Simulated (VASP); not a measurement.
TiN:

```
CELL_PARAMETERS angstrom
0.00000 2.12000 2.12000
2.12000 0.00000 2.12000
2.12000 2.12000 0.00000
ATOMIC_POSITIONS crystal
Ti 0.00000 0.00000 0.00000
N 0.50000 0.50000 0.50000
```

```yaml
Program: VASP 6.6.1
Task: relaxation of cell and atoms
Functional: LDA
Potentials_or_basis: VASP PAW LDA potentials, release 64 (Ti_sv, N)
Cutoff: 600 eV
k_mesh: 20 × 20 × 20
Occupations: gaussian, width 0.1 eV
Spin: no spin polarisation
```

At the start: pressure -13.2 GPa; volume 9.53 Å³/atom.

**Question.** How do energy, volume and symmetry change on relaxing?

**Answer.** Over 4 steps the energy falls by 18.3 meV/atom and the volume is 9.10 Å³/atom (-4.5 %); space group Fm-3m (No. 225, to 0.1 Å) before and after.

Step by step:
```tsv
step	energy change (eV)	largest force (eV/Å)	pressure (GPa)	volume (Å³)
1	0.0000	0.0000	-13.22	19.06
2	0.0568	0.0000	25.78	16.97
3	-0.0366	0.0000	-0.30	18.22
4	-0.0366	0.0000	-0.01	18.20
```

Final structure:
```
CELL_PARAMETERS angstrom
0.00000 2.08787 2.08787
2.08787 0.00000 2.08787
2.08787 2.08787 0.00000
ATOMIC_POSITIONS crystal
Ti 0.00000 0.00000 0.00000
N 0.50000 0.50000 0.50000
```
